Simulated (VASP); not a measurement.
# BN: relaxation of cell and atoms with PBEsol

BN:

```
CELL_PARAMETERS angstrom
0.00000 1.81300 1.81300
1.81300 0.00000 1.81300
1.81300 1.81300 0.00000
ATOMIC_POSITIONS crystal
N 0.25000 0.25000 0.25000
B 0.00000 0.00000 0.00000
```

```json
{"Program": "VASP 6.6.1", "Task": "relaxation of cell and atoms", "Functional": "PBEsol", "Potentials or basis": "VASP PAW PBE potentials, release 64 (N, B)", "Cutoff": "600 eV", "k mesh": "13 × 13 × 13", "Occupations": "fermi-dirac, width 0.05 eV", "Spin": "no spin polarisation", "Target pressure": "2 GPa", "Dipole correction": "no", "Further INCAR settings": "ALGO = Normal; EDIFF = 1e-06; IBRION = 2; EDIFFG = -0.01; NSW = 60; ISIF = 3"}
```

```
Relaxed volume                                         : 5.83 Å³/atom
Relaxed cell                                           : a = 2.546 Å, b = 2.546 Å, c = 2.546 Å, α = 60.00°, β = 60.00°, γ = 60.00°
Space group after relaxing (to 0.05 Å)                 : F-43m (No. 216)
Energy change on relaxing (the enthalpy is what falls) : -1.6 meV/atom
Ionic steps                                            : 3
Pressure after relaxing                                : 2.0 GPa
Band gap on the k mesh                                 : 4.37 eV, indirect (least direct gap 8.82 eV)
```

The path:
| step | energy change (eV) | largest force (eV/Å) | pressure (GPa) | volume (Å³) |
| --- | --- | --- | --- | --- |
| 1 | 0.0000 | 0.0000 | -6.03 | 11.92 |
| 2 | 0.0072 | 0.0000 | 11.19 | 11.41 |
| 3 | -0.0033 | 0.0000 | 1.97 | 11.67 |

Final structure:
```
N B
1.0
     0.00000    1.80028    1.80028
     1.80028    0.00000    1.80028
     1.80028    1.80028    0.00000
N B
1 1
Direct
  0.25000 0.25000 0.25000
  0.00000 0.00000 0.00000
```

Levels at points of the mesh, in eV from the valence-band top:
| k point | band 1 | band 2 | band 3 | band 4 | band 5 | band 6 | band 7 | band 8 |
| --- | --- | --- | --- | --- | --- | --- | --- | --- |
| (0.00, 0.00, 0.00) | -20.39 | 0.00 | 0.00 | 0.00 | 8.82 | 8.82 | 8.82 | 10.46 |

Wall time 7.3 s on 1 thread of Intel(R) Xeon(R) 6975P-C (Granite Rapids) (shared host), peak memory 0.12 GiB.

Caveat: the cell is relaxed towards a set pressure, so the enthalpy falls and the energy may rise; the PAW data sets were made with another functional, which shifts forces and pressure a little. Expect the measured gap to be larger: semilocal functionals such as PBEsol lack the derivative discontinuity.
